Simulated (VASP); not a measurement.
# WSe2 (P6_3/mmc) in VASP: notebook

The runs below take WSe2 through single point, with PBE.

All numbers are computed with VASP 6.6.1; they aren't measurements. Logs are shortened: lines on timing, memory, paths and dates and some standing lists are left out, and cuts for length are marked.

**1. The cell of the first run**

Symmetry: P6_3/mmc, No. 194, hexagonal system. The conventional cell has a = 3.320 Å, b = 3.320 Å, c = 13.737 Å, α = 90.00°, β = 90.00°, γ = 120.00°. Within 3.3 Å of W (site symmetry -6m2) lie 6 Se at 2.54 Å. Within 3.3 Å of Se (site symmetry 3m) lie 3 W at 2.54 Å.

**2. Single point, PBE**

The input, INCAR:

```
SYSTEM = WSe2
ALGO = Normal
EDIFF = 1E-7
ENCUT = 520
GGA = PE
ISIF = 2
ISMEAR = 0
LASPH = .True.
LCHARG = .False.
LREAL = .False.
LWAVE = .False.
NBANDS = 35
NELM = 60
PREC = Accurate
SIGMA = 0.1
```

The input, KPOINTS:

```
k-points
0
Gamma
  6 6 2
  0 0 0
```

The input, POSCAR:

```
WSe2
1.0
    3.3199329218      0.0000000000      0.0000000000
   -1.6599664609      2.8751462491      0.0000000000
    0.0000000000      0.0000000000     13.7371873000
W Se
2 4
Direct
    0.6666666700      0.3333333300      0.7500000000
    0.3333333300      0.6666666700      0.2500000000
    0.3333333300      0.6666666700      0.8710007900
    0.6666666700      0.3333333300      0.3710007900
    0.3333333300      0.6666666700      0.6289992100
    0.6666666700      0.3333333300      0.1289992100
```

Potentials or basis: VASP PAW PBE potentials, release 64 (W_sv, Se).

Launch:

```console
> cat potpaw_PBE.64/W_sv/POTCAR potpaw_PBE.64/Se/POTCAR > POTCAR
> mpirun -np 1 vasp_std > vasp.out
```

OUTCAR:

```text
SYSTEM = WSe2
   EDIFF = 1E-7
   ENCUT = 520
   GGA = PE
   ISIF = 2
   ISMEAR = 0
   LASPH = .True.
   LREAL = .False.
   NELM = 60
   PREC = Accurate

 ion  position               nearest neighbor table
   1  0.667  0.333  0.750-   3 2.54   5 2.54   3 2.54   5 2.54   3 2.54   5 2.54
   2  0.333  0.667  0.250-   4 2.54   6 2.54   4 2.54   6 2.54   4 2.54   6 2.54
   3  0.333  0.667  0.871-   1 2.54   1 2.54   1 2.54
   4  0.667  0.333  0.371-   2 2.54   2 2.54   2 2.54
   5  0.333  0.667  0.629-   1 2.54   1 2.54   1 2.54
   6  0.667  0.333  0.129-   2 2.54   2 2.54   2 2.54

  LATTYP: Found a hexagonal cell.
 ALAT       =     3.3199329218
 C/A-ratio  =     4.1377906191

  Lattice vectors:

 A1 = (   3.3199329218,   0.0000000000,   0.0000000000)
 A2 = (  -1.6599664609,   2.8751462491,   0.0000000000)
 A3 = (   0.0000000000,   0.0000000000,  13.7371873000)

Analysis of symmetry for initial positions (statically):
=====================================================================
 Subroutine PRICEL returns:
 Original cell was already a primitive cell.

 Routine SETGRP: Setting up the symmetry group for a
 hexagonal supercell.

 Subroutine GETGRP returns: Found 24 space group operations
 (whereof 12 operations were pure point group operations)
 out of a pool of 24 trial point group operations.

The static configuration has the point symmetry D_3d.
 The point group associated with its full space group is D_6h.

Analysis of symmetry for dynamics (positions and initial velocities):
=====================================================================
 Subroutine PRICEL returns:
 Original cell was already a primitive cell.

 Routine SETGRP: Setting up the symmetry group for a
 hexagonal supercell.

 Subroutine GETGRP returns: Found 24 space group operations
 (whereof 12 operations were pure point group operations)
 out of a pool of 24 trial point group operations.

The dynamic configuration has the point symmetry D_3d.
 The point group associated with its full space group is D_6h.

 Subroutine INISYM returns: Found 24 space group operations
 (whereof 12 operations are pure point group operations),
 and found     1 'primitive' translations

----------------------------------------------------------------------------------------

                                     Primitive cell

  volume of cell :     131.1255

  direct lattice vectors                    reciprocal lattice vectors
     3.319932922  0.000000000  0.000000000     0.301210905  0.173904197  0.000000000
    -1.659966461  2.875146249  0.000000000     0.000000000  0.347808394  0.000000000
     0.000000000  0.000000000 13.737187300     0.000000000  0.000000000  0.072795106

  length of vectors
     3.319932922  3.319932922 13.737187300     0.347808394  0.347808394  0.072795106

  position of ions in fractional coordinates (direct lattice)
     0.666666670  0.333333330  0.750000000
     0.333333330  0.666666670  0.250000000
     0.333333330  0.666666670  0.871000790
     0.666666670  0.333333330  0.371000790
     0.333333330  0.666666670  0.628999210
     0.666666670  0.333333330  0.128999210

  ion indices of the primitive-cell ions
   primitive index   ion index
                 1           1
                 2           2
                 3           3
                 4           4
                 5           5
                 6           6

----------------------------------------------------------------------------------------

 KPOINTS: k-points

Automatic generation of k-mesh.
 Grid dimensions read from file:
 generate k-points for:    6    6    2

 Generating k-lattice:

  Cartesian coordinates                     Fractional coordinates (reciprocal lattice)
     0.050201818  0.028984033  0.000000000     0.166666667  0.000000000  0.000000000
     0.000000000  0.057968066  0.000000000     0.000000000  0.166666667  0.000000000
     0.000000000  0.000000000  0.036397553     0.000000000  0.000000000  0.500000000

  Length of vectors
     0.057968066  0.057968066  0.036397553

  Shift w.r.t. Gamma in fractional coordinates (k-lattice)
     0.000000000  0.000000000  0.000000000

 Subroutine IBZKPT returns following result:
 ===========================================

 Found     14 irreducible k-points:

 Following reciprocal coordinates:
            Coordinates               Weight
  0.000000  0.000000  0.000000      1.000000
  0.166667 -0.000000  0.000000      6.000000
  0.333333  0.000000  0.000000      6.000000
  0.500000 -0.000000  0.000000      3.000000
  0.166667  0.166667  0.000000      6.000000
  0.333333  0.166667  0.000000     12.000000
  0.333333  0.333333  0.000000      2.000000
  0.000000  0.000000  0.500000      1.000000
  0.166667 -0.000000  0.500000      6.000000
  0.333333  0.000000  0.500000      6.000000
  0.500000 -0.000000  0.500000      3.000000
  0.166667  0.166667  0.500000      6.000000
  0.333333  0.166667  0.500000     12.000000
  0.333333  0.333333  0.500000      2.000000
   k-points           NKPTS =     14   k-points in BZ     NKDIM =     14   number of bands    NBANDS=     35
   number of dos      NEDOS =    301   number of ions     NIONS =      6
   total plane-waves  NPLWV =  84672
   dimension x,y,z NGX =    28 NGY =   28 NGZ =  108
   dimension x,y,z NGXF=    56 NGYF=   56 NGZF=  216
   ions per type =               2   4
   NGX,Y,Z   is equivalent  to a cutoff of  14.02, 14.02, 13.07 a.u.
   NGXF,Y,Z  is equivalent  to a cutoff of  28.04, 28.04, 26.14 a.u.
 SYSTEM =  WSe2
   PREC   = accura    normal or accurate (medium, high low for compatibility)
   ISTART =      0    job   : 0-new  1-cont  2-samecut
   ICHARG =      2    charge: 1-file 2-atom 10-const
   ISPIN  =      1    spin polarized calculation?
   LNONCOLLINEAR =      F non collinear calculations
   LSORBIT =      F    spin-orbit coupling
   LASPH  =      T    aspherical Exc in radial PAW
   ENCUT  =  520.0 eV  38.22 Ry    6.18 a.u.   6.17  6.17 25.54*2*pi/ulx,y,z
   NELM   =     60;   NELMIN=  2; NELMDL= -5     # of ELM steps
   EDIFF  = 0.1E-06   stopping-criterion for ELM
   LREAL  =      F    real-space projection
   EDIFFG = 0.1E-05   stopping-criterion for IOM
   NSW    =      0    number of steps for IOM
   IBRION =     -1    ionic relax: 0-MD 1-quasi-New 2-CG
   NFREE  =      0    steps in history (QN), initial steepest desc. (CG)
   ISIF   =      2    stress and relaxation
   ISYM   =      2    0-nonsym 1-usesym 2-fastsym
   POTIM  = 0.5000    time-step for ionic-motion
   TEBEG  =    0.0;   TEEND  =   0.0 temperature during run
   PSTRESS=    0.0 pullay stress
   NELECT =      52.0000    total number of electrons
   NUPDOWN=      -1.0000    fix difference up-down
   EMIN   =  10.00;   EMAX   =-10.00  energy-range for DOS
   EFERMI =   0.00;   METHOD = LEGACY
   ISMEAR =     0;   SIGMA  =   0.10  broadening in eV -4-tet -1-fermi 0-gaus
   EFERMI_NEDOS =   21; number of points for ismear=-14 and -15
   IALGO  =     38    algorithm
   IMIX   =      4    mixing-type and parameters
     AMIX     =   0.40;   BMIX     =  1.00
     AMIX_MAG =   1.60;   BMIX_MAG =  1.00
  volume/ion in A,a.u.               =      21.85       147.48
  Fermi-wavevector in a.u.,A,eV,Ry     =   1.202764  2.272894 19.682734  1.446640
  Thomas-Fermi vector in A             =   2.338536
   LORBIT       =      0    0 simple, 1 ext, 2 COOP (PROOUT), +10 PAW based schemes
   GGA     = PE    functional components
   LHFCALC =     F    Hartree Fock is set to
   AEXX    =    0.0000 exact exchange contribution
   IVDW    =     0    specifies the selected vdW correction
   LEPSILON=     F    determine dielectric tensor
   LRPA    =     F    only Hartree local field effects (RPA)
 non-spin polarized calculation
 Gauss-broadening in eV      SIGMA  =   0.10
  energy-cutoff  :      520.00
  volume of cell :      131.13
 maximum number of plane-waves:      3568
 NGX is ok and might be reduce to    28
   NGX = 13   NGY = 13   NGZ = 51

 number of electron      51.9999999 magnetization

 Free energy of the ion-electron system (eV)
  ---------------------------------------------------
  ext. energy  EPLUGINS =         0.00000000
  ---------------------------------------------------
  free energy    TOTEN  =       -43.21937036 eV

  energy without entropy =      -43.21937036  energy(sigma->0) =      -43.21937036

 E-fermi :   5.9949     XC(G=0): -10.2508

 val. band max:        5.3465517907   @ k =   0.0000   0.0000   0.0000
 cond. band min:       6.5682590142   @ k =   0.1667   0.1667   0.0000
 fundamental gap:      1.2217072235
 Fermi energy:         5.9948969856

 k-point     1 :       0.0000    0.0000    0.0000
  band No.  band energies     occupation
      1     -68.9051      2.00000
      2     -68.9051      2.00000
      3     -33.1336      2.00000
      4     -33.1336      2.00000
      5     -33.0319      2.00000
      6     -33.0319      2.00000
[... 27 lines left out ...]
     34       8.3084      0.00000
     35       9.6816      0.00000

 k-point     2 :       0.1667   -0.0000    0.0000
  band No.  band energies     occupation
      1     -68.9028      2.00000
      2     -68.9028      2.00000
      3     -33.1234      2.00000
      4     -33.1234      2.00000
      5     -33.0853      2.00000
      6     -33.0853      2.00000
[... 27 lines left out ...]
     34       8.7002      0.00000
     35      11.1840      0.00000

 k-point     3 :       0.3333    0.0000    0.0000
  band No.  band energies     occupation
      1     -68.8983      2.00000
      2     -68.8983      2.00000
      3     -33.1903      2.00000
      4     -33.1903      2.00000
      5     -33.1030      2.00000
      6     -33.1030      2.00000
[... 27 lines left out ...]
     34       9.4714      0.00000
     35      10.8790      0.00000
[... 343 lines left out ...]
 k-point    13 :       0.3333    0.1667    0.5000
  band No.  band energies     occupation
      1     -68.8961      2.00000
      2     -68.8961      2.00000
      3     -33.2158      2.00000
      4     -33.2158      2.00000
      5     -33.1088      2.00000
      6     -33.1088      2.00000
[... 27 lines left out ...]
     34       9.4986      0.00000
     35      10.8281      0.00000

 k-point    14 :       0.3333    0.3333    0.5000
  band No.  band energies     occupation
      1     -68.8950      2.00000
      2     -68.8950      2.00000
      3     -33.1900      2.00000
      4     -33.1900      2.00000
      5     -33.1672      2.00000
      6     -33.1672      2.00000
[... 27 lines left out ...]
     34       9.8533      0.00000
     35      11.3203      0.00000

------------------------ aborting loop because EDIFF is reached ----------------------------------------

  FORCE on cell =-STRESS in cart. coord.  units (eV):
  Direction    XX          YY          ZZ          XY          YZ          ZX
  --------------------------------------------------------------------------------------
  -------------------------------------------------------------------------------------
  Total        1.0405572      1.0405572      2.5922145      0.0000000     -0.0000000     -0.0000000
  in kB       12.7142132     12.7142132     31.6733825      0.0000000     -0.0000000     -0.0000000
  external PRESSURE =      19.0339363 kB  Pullay stress =       0.0000000 kB

 VOLUME and BASIS-vectors are now :
 -----------------------------------------------------------------------------
  energy-cutoff  :      520.00
  volume of cell :      131.13
      direct lattice vectors                 reciprocal lattice vectors
     3.319932922  0.000000000  0.000000000     0.301210905  0.173904197  0.000000000
    -1.659966461  2.875146249  0.000000000     0.000000000  0.347808394  0.000000000
     0.000000000  0.000000000 13.737187300     0.000000000  0.000000000  0.072795106

 POSITION                                       TOTAL-FORCE (eV/Angst)
 -----------------------------------------------------------------------------------
      1.65997      0.95838     10.30289        -0.000000      0.000000      0.000000
     -0.00000      1.91676      3.43430         0.000000     -0.000000      0.000000
     -0.00000      1.91676     11.96510        -0.000000      0.000000      0.305699
      1.65997      0.95838      5.09651         0.000000      0.000000      0.305699
     -0.00000      1.91676      8.64068        -0.000000      0.000000     -0.305699
      1.65997      0.95838      1.77209         0.000000      0.000000     -0.305699
 -----------------------------------------------------------------------------------
    total drift:                               -0.000009      0.000005     -0.000000

  FREE ENERGIE OF THE ION-ELECTRON SYSTEM (eV)
  ---------------------------------------------------
  free  energy   TOTEN  =       -43.2193703631 eV

  energy  without entropy=      -43.2193703631  energy(sigma->0) =      -43.21937036
```

Wall time 49 s (1 thread of AMD EPYC 9R45 (Zen 5), shared host); peak memory 0.26 GiB.

Results:

| Property | Result |
| --- | --- |
| Free energy | -43.2194 eV |
| Pressure | 1.9 GPa |
| Largest force | 0.306 eV/Å |
| Band gap on the k mesh | 1.22 eV, indirect (least direct gap 1.46 eV) |

Forces on the atoms (eV/Å):
```
W    0.000  0.000  0.000
W    0.000  0.000  0.000
Se   0.000  0.000  0.306
Se   0.000  0.000  0.306
Se   0.000  0.000 -0.306
Se   0.000  0.000 -0.306
```

Caveat: spin-orbit coupling is left out, which moves the levels of the heavy elements; this functional lacks dispersion, which binds the layers, so the pressure and a relaxed spacing across them are unreliable. A k mesh can miss the band edges.

**3. Single point, PBE**

This run uses another cell than the first one, of 23.95 Å³/atom, 1.096 times its volume.

The input, INCAR:

```
SYSTEM = WSe2
ALGO     = Normal         ! electronic algorithm
EDIFF    = 1E-6           ! SCF threshold, eV
ENCUT    = 520            ! plane-wave cutoff, eV
GGA      = PE             ! functional
ISIF     = 2              ! what is computed and relaxed
ISMEAR   = 0              ! smearing method
LASPH    = .True.         ! aspherical terms in the spheres
LCHARG   = .True.         ! write CHGCAR
LELF     = .True.         ! ELF
LREAL    = .False.        ! projectors in reciprocal space
LVHAR    = .True.       
LWAVE    = .False.        ! write WAVECAR
NBANDS   = 35             ! bands
NELM     = 60             ! most SCF steps
PREC     = Accurate       ! precision mode
SIGMA    = 0.02           ! smearing width, eV
```

The input, KPOINTS:

```
k-points
0
Gamma
  12 12 2
  0 0 0
```

The input, POSCAR:

```
WSe2
1.0
    3.3209866793      0.0000000000      0.0000000000
   -1.6604933396      2.8760588299      0.0000000000
    0.0000000000      0.0000000000     15.0438209013
W Se
2 4
Direct
    0.6666666667      0.3333333333      0.7500000000
    0.3333333333      0.6666666667      0.2500000000
    0.3333333333      0.6666666667      0.8615431190
    0.6666666667      0.3333333333      0.3615431190
    0.3333333333      0.6666666667      0.6384568810
    0.6666666667      0.3333333333      0.1384568810
```

Potentials or basis: VASP PAW PBE potentials, release 64 (W_sv, Se).

Launch:

```console
> cat potpaw_PBE.64/W_sv/POTCAR potpaw_PBE.64/Se/POTCAR > POTCAR
> mpirun -np 1 vasp_std > vasp.out
```

It took 6 min on 1 thread of AMD EPYC 7R13, shared host; peak memory 0.34 GiB.

It converged, with:

```
Free energy            : -43.2562 eV
Pressure               : 0.3 GPa
Largest force          : 0.045 eV/Å
Band gap on the k mesh : 1.46 eV, indirect (least direct gap 1.52 eV)
```

Forces in eV/Å, atoms in the order of the input:
```
W    0.000  0.000  0.000
W    0.000  0.000  0.000
Se   0.000  0.000  0.045
Se   0.000  0.000  0.045
Se   0.000  0.000 -0.045
Se   0.000  0.000 -0.045
```

Stress tensor (GPa, compression positive):
```
0.22 0.00 0.00
0.00 0.22 0.00
0.00 0.00 0.35
```

Levels at points of the mesh, in eV from the valence-band top:
```csv
k point,band 24,band 25,band 26,band 27,band 28,band 29
"(0.00, 0.00, 0.00)",-1.26,-0.57,-0.08,2.87,2.87,2.88
"(0.50, 0.00, 0.00)",-1.00,-0.99,-0.96,2.32,2.32,2.63
"(0.00, 0.00, 0.50)",-1.26,-0.26,-0.26,2.87,2.87,2.87
"(0.50, 0.00, 0.50)",-1.01,-0.97,-0.97,2.32,2.32,2.69
```

Caveat: spin-orbit coupling is left out, which moves the levels of the heavy elements; this functional lacks dispersion, which binds the layers, so the pressure and a relaxed spacing across them are unreliable.
